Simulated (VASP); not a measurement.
**Ti: single point with PBEsol**

Ti:

```
Ti
1.0
     4.46070    0.00000    0.00000
    -2.23035    3.86308    0.00000
     0.00000    0.00000    2.93260
Ti
3
Cartesian
  0.0000 0.0000 0.0000
  0.0000 2.5754 1.4663
  2.2304 1.2877 1.4663
```

This isn't the form of Ti at room conditions, which is hcp.

```
Program                : VASP 6.6.1
Task                   : single point
Functional             : PBEsol
Potentials or basis    : VASP PAW PBE potentials, release 64 (Ti_sv)
Cutoff                 : 520 eV
k mesh                 : 12 × 12 × 14
Occupations            : gaussian, width 0.15 eV
Spin                   : no spin polarisation
Dipole correction      : no
Further INCAR settings : ALGO = Fast; EDIFF = 1e-06; NBANDS = 25
```

- Pressure: -3.3 GPa
- Band gap on the k mesh: zero (bands 18 and 19 overlap by 0.49 eV)

Stress tensor (GPa, compression positive):
```
  0.14   0.00   0.00
  0.00   0.14   0.00
  0.00   0.00 -10.17
```

Levels at points of the mesh, in eV from the Fermi level:
```tsv
k point	band 14	band 15	band 16	band 17	band 18	band 19	band 20	band 21	band 22	band 23
(0.00, 0.00, 0.00)	-2.09	-0.65	-0.65	-0.54	-0.54	0.28	0.99	1.34	1.35	1.48
(0.50, 0.00, 0.00)	-3.50	-2.67	-0.46	-0.29	-0.28	0.16	0.55	0.80	1.45	1.57
(0.00, 0.00, 0.50)	-2.15	-2.15	-2.05	-1.69	-1.69	1.18	1.18	1.26	1.26	3.03
(0.50, 0.00, 0.50)	-2.19	-1.68	-1.22	-0.93	-0.76	0.37	0.70	0.81	1.00	2.25
```

Run time: 17 min on 1 thread of Intel Xeon 8259CL, with other jobs on the host, peak memory 0.28 GiB.

Caveat: the stress differs along the axes, from -10 to 0 GPa; the PAW data sets were made with another functional, which shifts forces and pressure a little.
